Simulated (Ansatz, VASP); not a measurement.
# Two plane-wave programs on NaHf3NbBi3

```
Na Hf Nb Bi
1.0
     4.20604    0.00000    0.00000
     0.00000    4.20604    0.00000
     0.00000    0.00000   11.73996
Na Hf Nb Bi
1 3 1 3
Direct
  0.00000 0.00000 0.50000
  0.00000 0.00000 0.75551
  0.50000 0.50000 0.00000
  0.00000 0.00000 0.24449
  0.50000 0.50000 0.50000
  0.50000 0.50000 0.74268
  0.00000 0.00000 0.00000
  0.50000 0.50000 0.25732
```

Change from the starting cell: species swapped into the LiNi3O3F type (P4/mmm, No. 123).

Alike in both runs: functional PBE; k mesh 4 × 4 × 2; occupations gaussian, width 0.2 eV; no spin polarisation.

Ansatz relaxed the structure, and its values are those at the end. VASP's run is a single point on that final structure, the one shown.

```csv
,VASP,Ansatz
version,VASP 6.6.1,Ansatz 0.2.0
potentials or method,"VASP PAW PBE potentials, release 64 (Na_pv, Hf_pv, Nb_sv, Bi_d), cutoff 500 eV","scalar-relativistic, plane waves, PAW"
valence electrons in the cell,95,145
```

```csv
,VASP,Ansatz,Ansatz less VASP
gap on the k mesh at the Fermi level (eV),none,none,-
pressure (GPa),-0.3,0.0,+0.28
rms of the force components (eV/Å),0.009,0.002,-0.0072
```

A gap of «none» marks a metal or a gap that the smearing closes. VASP's potentials hold 95 valence electrons a cell and Ansatz's 145, so a difference there can come from the potentials and not from the codes.

The k mesh is coarse, so the values compare programs but aren't converged. Neither program's run includes spin-orbit coupling.
